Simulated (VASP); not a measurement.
# I (Im-3m) in VASP: a series of runs, part 2 of 2

VASP 6.6.1.

**3. Single point, LDA (31.79 Å³/atom)**

This run uses another cell than the first one, of 31.79 Å³/atom.

POSCAR

```
I
1.0
   -1.9955764916      1.9955764916      1.9955764916
    1.9955764916     -1.9955764916      1.9955764916
    1.9955764916      1.9955764916     -1.9955764916
I
1
Direct
    0.0000000000      0.0000000000      0.0000000000
```

INCAR.step1

```
SYSTEM = I
PREC     = Accurate       ! precision mode
ENCUT    = 520            ! plane-wave cutoff, eV
EDIFF    = 1E-6           ! SCF threshold, eV
ISMEAR   = -1             ! smearing method
SIGMA    = 0.08           ! smearing width, eV
LREAL    = .False.        ! projectors in reciprocal space
LASPH    = .True.         ! aspherical terms in the spheres
NELM     = 60             ! most SCF steps
ALGO     = Normal         ! electronic algorithm
ISIF     = 2              ! what is computed and relaxed
LWAVE    = .False.        ! write WAVECAR
LCHARG   = .True.         ! write CHGCAR
GGA      = CA             ! functional
NBANDS   = 10             ! bands
```

KPOINTS.step1

```
Automatic mesh
0
Gamma
  13 13 13
  0 0 0
```

INCAR.step2

```
SYSTEM = I
PREC     = Accurate       ! precision mode
ENCUT    = 520            ! plane-wave cutoff, eV
EDIFF    = 1E-6           ! SCF threshold, eV
ISMEAR   = -5             ! smearing method
SIGMA    = 0.08           ! smearing width, eV
LREAL    = .False.        ! projectors in reciprocal space
LASPH    = .True.         ! aspherical terms in the spheres
NELM     = 60             ! most SCF steps
ALGO     = Normal         ! electronic algorithm
ISIF     = 2              ! what is computed and relaxed
LWAVE    = .False.        ! write WAVECAR
LCHARG   = .False.        ! write CHGCAR
GGA      = CA             ! functional
LORBIT   = 10             ! projections on sites
NBANDS   = 10             ! bands
NEDOS    = 2001           ! points of the DOS
ICHARG   = 11             ! starting density
```

KPOINTS.step2

```
Automatic mesh
0
Gamma
  20 20 20
  0 0 0
```

Potentials or basis: VASP PAW LDA potentials, release 64 (I).

The run is started by

```sh
$ cat potpaw_LDA.64/I/POTCAR > POTCAR
$ cp INCAR.step1 INCAR
$ cp KPOINTS.step1 KPOINTS
$ mpirun -np 1 vasp_std > vasp.out
$ cp INCAR.step2 INCAR
$ cp KPOINTS.step2 KPOINTS
$ mpirun -np 1 vasp_std > vasp.out
```

OUTCAR:

```text
SYSTEM = I
   PREC = Accurate
   ENCUT = 520
   EDIFF = 1E-6
   ISMEAR = -5
   LREAL = .False.
   LASPH = .True.
   NELM = 60
   ISIF = 2
   GGA = CA
   LORBIT = 10
   ICHARG = 11

 ion  position               nearest neighbor table
   1  0.000  0.000  0.000-

  LATTYP: Found a body centered cubic cell.
 ALAT       =     3.9911529832

  Lattice vectors:

 A1 = (  -1.9955764916,   1.9955764916,   1.9955764916)
 A2 = (   1.9955764916,  -1.9955764916,   1.9955764916)
 A3 = (   1.9955764916,   1.9955764916,  -1.9955764916)

Analysis of symmetry for initial positions (statically):
=====================================================================
 Subroutine PRICEL returns:
 Original cell was already a primitive cell.

 Routine SETGRP: Setting up the symmetry group for a
 body centered cubic supercell.

 Subroutine GETGRP returns: Found 48 space group operations
 (whereof 48 operations were pure point group operations)
 out of a pool of 48 trial point group operations.

The static configuration has the point symmetry O_h .
[... 169 lines left out ...]
  band No.  band energies     occupation
      1      -8.4812      2.00000
      2       6.8201      0.00000
      3       6.8201      0.00000
      4       6.8201      0.00000
      5      13.2222      0.00000
      6      15.5533      0.00000
      7      15.5533      0.00000
      8      15.5533      0.00000
      9      17.8775      0.00000
     10      17.8775      0.00000
[... 287 lines left out ...]
 k-point    24 :       0.2500    0.1000   -0.0000
  band No.  band energies     occupation
      1      -7.3301      2.00000
      2       2.3328      2.00000
      3       5.0625      2.00001
      4       6.2238     -0.00825
      5      12.5348      0.00000
      6      13.5710      0.00000
      7      16.1617      0.00000
      8      18.0648      0.00000
      9      18.9531      0.00000
     10      20.8696      0.00000

 [... further k-points ...]

------------------------ aborting loop because EDIFF is reached ----------------------------------------

  FORCE on cell =-STRESS in cart. coord.  units (eV):
  Direction    XX          YY          ZZ          XY          YZ          ZX
  --------------------------------------------------------------------------------------
  -------------------------------------------------------------------------------------
  Total       -0.0234043     -0.0234043     -0.0234043      0.0000000     -0.0000000     -0.0000000
  in kB       -1.1796160     -1.1796160     -1.1796160      0.0000000     -0.0000000     -0.0000000
  external PRESSURE =      -1.1796160 kB  Pullay stress =       0.0000000 kB

 VOLUME and BASIS-vectors are now :
 -----------------------------------------------------------------------------
  energy-cutoff  :      520.00
  volume of cell :       31.79
      direct lattice vectors                 reciprocal lattice vectors
    -1.995576492  1.995576492  1.995576492     0.000000000  0.250554164  0.250554164
     1.995576492 -1.995576492  1.995576492     0.250554164  0.000000000  0.250554164
     1.995576492  1.995576492 -1.995576492     0.250554164  0.250554164  0.000000000

 POSITION                                       TOTAL-FORCE (eV/Angst)
 -----------------------------------------------------------------------------------
      0.00000      0.00000      0.00000         0.000000      0.000000     -0.000000
 -----------------------------------------------------------------------------------
    total drift:                                0.000000      0.000000      0.000000

  FREE ENERGIE OF THE ION-ELECTRON SYSTEM (eV)
  ---------------------------------------------------
  free  energy   TOTEN  =        -1.6860994837 eV

  energy  without entropy=       -1.6860994837  energy(sigma->0) =       -1.68609948

 total charge

# of ion       s       p       d       tot
------------------------------------------
    1        1.554   2.591   0.032   4.177
```

OUTCAR.step1:

```text
SYSTEM = I
   PREC = Accurate
   ENCUT = 520
   EDIFF = 1E-6
   ISMEAR = -1
   LREAL = .False.
[... 528 lines left out ...]

 POSITION                                       TOTAL-FORCE (eV/Angst)
 -----------------------------------------------------------------------------------
      0.00000      0.00000      0.00000         0.000000      0.000000      0.000000
 -----------------------------------------------------------------------------------
    total drift:                                0.000000      0.000000      0.000000

  FREE ENERGIE OF THE ION-ELECTRON SYSTEM (eV)
  ---------------------------------------------------
  free  energy   TOTEN  =        -1.7051753755 eV

  energy  without entropy=       -1.6715496585  energy(sigma->0) =       -1.68836252
```

OSZICAR.step1:

```text
N       E                     dE             d eps       ncg     rms          rms(c)
DAV:   1     0.181857691877E+02    0.18186E+02   -0.25865E+03  1688   0.507E+02
DAV:   2    -0.100301943582E+01   -0.19189E+02   -0.18740E+02  2074   0.841E+01
DAV:   3    -0.170241702267E+01   -0.69940E+00   -0.68543E+00  2212   0.158E+01
DAV:   4    -0.170735037426E+01   -0.49334E-02   -0.49322E-02  2018   0.163E+00
DAV:   5    -0.170741241668E+01   -0.62042E-04   -0.62041E-04  2092   0.169E-01    0.486E+00
DAV:   6    -0.170561113972E+01    0.18013E-02   -0.22641E-03  1904   0.203E-01    0.294E+00
DAV:   7    -0.170522855754E+01    0.38258E-03   -0.35570E-03  1870   0.255E-01    0.128E-01
DAV:   8    -0.170517530148E+01    0.53256E-04   -0.25907E-04  1830   0.790E-02    0.199E-02
DAV:   9    -0.170517537545E+01   -0.73970E-07   -0.35162E-06  2040   0.139E-02
   1 F= -.17051754E+01 E0= -.16883625E+01  d E =-.336257E-01
```

Run time: 89 s. Hardware: 1 thread of Intel Xeon 8259CL, shared host; peak memory 0.21 GiB.

Results:

- Valence electrons inside the program's atomic spheres: I 4.18

Caveat: spin-orbit coupling is left out, which moves the levels of the heavy elements; an odd number of electrons without spin polarisation forces a metal; a magnetic or distorted state may lie lower; tetrahedron occupations give inexact forces and stress in metals.

**4. Single point, LDA (12.72 Å³/atom)**

This run uses another cell than the first one, of 12.72 Å³/atom.

POSCAR

```
I
1.0
   -1.4703533306      1.4703533306      1.4703533306
    1.4703533306     -1.4703533306      1.4703533306
    1.4703533306      1.4703533306     -1.4703533306
I
1
Direct
    0.0000000000      0.0000000000      0.0000000000
```

INCAR.step1

```
PREC = Accurate
ENCUT = 520
EDIFF = 1E-6
ISMEAR = -1
SIGMA = 0.08
LREAL = False
LASPH = True
NELM = 80
ALGO = Normal
ISIF = 2
LWAVE = False
LCHARG = True
GGA = CA
NBANDS = 10
```

KPOINTS.step1

```
regular mesh
0
Gamma
  13 13 13
```

INCAR.step2

```
PREC = Accurate
ENCUT = 520
EDIFF = 1E-6
ISMEAR = -5
SIGMA = 0.08
LREAL = False
LASPH = True
NELM = 80
ALGO = Normal
ISIF = 2
LWAVE = False
LCHARG = False
GGA = CA
LORBIT = 11
NEDOS = 2001
ICHARG = 11
```

KPOINTS.step2

```
regular mesh
0
Gamma
  20 20 20
```

Potentials or basis: VASP PAW LDA potentials, release 64 (I).

The run is started by

```sh
$ cat potpaw_LDA.64/I/POTCAR > POTCAR
$ cp INCAR.step1 INCAR
$ cp KPOINTS.step1 KPOINTS
$ mpirun -np 1 vasp_std > vasp.out
$ cp INCAR.step2 INCAR
$ cp KPOINTS.step2 KPOINTS
$ mpirun -np 1 vasp_std > vasp.out
```

OUTCAR:

```text
PREC = Accurate
   ENCUT = 520
   EDIFF = 1E-6
   ISMEAR = -5
   LREAL = False
   LASPH = True
   NELM = 80
   ISIF = 2
   GGA = CA
   LORBIT = 11
   ICHARG = 11

 ion  position               nearest neighbor table
   1  0.000  0.000  0.000-

  LATTYP: Found a body centered cubic cell.
 ALAT       =     2.9407066612

  Lattice vectors:

 A1 = (  -1.4703533306,   1.4703533306,   1.4703533306)
 A2 = (   1.4703533306,  -1.4703533306,   1.4703533306)
 A3 = (   1.4703533306,   1.4703533306,  -1.4703533306)

Analysis of symmetry for initial positions (statically):
=====================================================================
 Subroutine PRICEL returns:
 Original cell was already a primitive cell.

 Routine SETGRP: Setting up the symmetry group for a
 body centered cubic supercell.

 Subroutine GETGRP returns: Found 48 space group operations
 (whereof 48 operations were pure point group operations)
 out of a pool of 48 trial point group operations.

The static configuration has the point symmetry O_h .

Analysis of symmetry for dynamics (positions and initial velocities):
[... 165 lines left out ...]
 k-point     1 :       0.0000    0.0000    0.0000
  band No.  band energies     occupation
      1      -1.0994      2.00000
      2      31.6949      0.00000
      3      31.6949      0.00000
      4      31.6949      0.00000
      5      33.9845      0.00000
      6      33.9845      0.00000
      7      33.9845      0.00000
[... 221 lines left out ...]
 k-point    24 :       0.2500    0.1000    0.0000
  band No.  band energies     occupation
      1       2.5869      2.00000
      2      17.6475      2.00000
      3      22.8176      2.00801
      4      26.0562      0.00239
      5      31.4378      0.00000
      6      33.7763      0.00000
      7      35.4600      0.00000

 [... further k-points ...]

------------------------ aborting loop because EDIFF is reached ----------------------------------------

  FORCE on cell =-STRESS in cart. coord.  units (eV):
  Direction    XX          YY          ZZ          XY          YZ          ZX
  --------------------------------------------------------------------------------------
  -------------------------------------------------------------------------------------
  Total       23.2484015     23.2484015     23.2484015      0.0000000     -0.0000000     -0.0000000
  in kB     2929.3992074   2929.3992074   2929.3992074      0.0000000     -0.0000000     -0.0000000
  external PRESSURE =    2929.3992074 kB  Pullay stress =       0.0000000 kB

 VOLUME and BASIS-vectors are now :
 -----------------------------------------------------------------------------
  energy-cutoff  :      520.00
  volume of cell :       12.72
      direct lattice vectors                 reciprocal lattice vectors
    -1.470353331  1.470353331  1.470353331     0.000000000  0.340054319  0.340054319
     1.470353331 -1.470353331  1.470353331     0.340054319  0.000000000  0.340054319
     1.470353331  1.470353331 -1.470353331     0.340054319  0.340054319  0.000000000

 POSITION                                       TOTAL-FORCE (eV/Angst)
 -----------------------------------------------------------------------------------
      0.00000      0.00000      0.00000        -0.000000      0.000000      0.000000
 -----------------------------------------------------------------------------------
    total drift:                                0.000000      0.000000     -0.000000

  FREE ENERGIE OF THE ION-ELECTRON SYSTEM (eV)
  ---------------------------------------------------
  free  energy   TOTEN  =         5.8695348069 eV

  energy  without entropy=        5.8695348069  energy(sigma->0) =        5.86953481

 total charge

# of ion       s       p       d       tot
------------------------------------------
    1        1.629   2.891   0.545   5.066
```

OUTCAR.step1:

```text
PREC = Accurate
   ENCUT = 520
   EDIFF = 1E-6
   ISMEAR = -1
   LREAL = False
[... 527 lines left out ...]

 POSITION                                       TOTAL-FORCE (eV/Angst)
 -----------------------------------------------------------------------------------
      0.00000      0.00000      0.00000         0.000000     -0.000000     -0.000000
 -----------------------------------------------------------------------------------
    total drift:                                0.000000      0.000000     -0.000000

  FREE ENERGIE OF THE ION-ELECTRON SYSTEM (eV)
  ---------------------------------------------------
  free  energy   TOTEN  =         5.8596890666 eV

  energy  without entropy=        5.8691451535  energy(sigma->0) =        5.86441711
```

Run time: 14 s. Hardware: 1 thread of Intel Xeon Platinum 8375C at 2.90GHz (Ice Lake), shared host; peak memory 0.14 GiB.

Results:

- Valence electrons inside the program's atomic spheres: I 5.07

Levels at points of the mesh, in eV from the Fermi level:
```
           k point  band 1  band 2  band 3  band 4  band 5  band 6  band 7
(0.00, 0.00, 0.00)  -26.17    6.63    6.63    6.63    8.92    8.92    8.92
(0.50, 0.00, 0.00)  -17.39  -15.84   -1.98    0.69    4.38    5.67   15.18
(0.50, 0.50, 0.50)   -9.17   -9.17   -9.17   -8.69   -2.47   -2.47   16.82
```

Caveat: spin-orbit coupling is left out, which moves the levels of the heavy elements; an odd number of electrons without spin polarisation forces a metal; a magnetic or distorted state may lie lower; tetrahedron occupations give inexact forces and stress in metals.
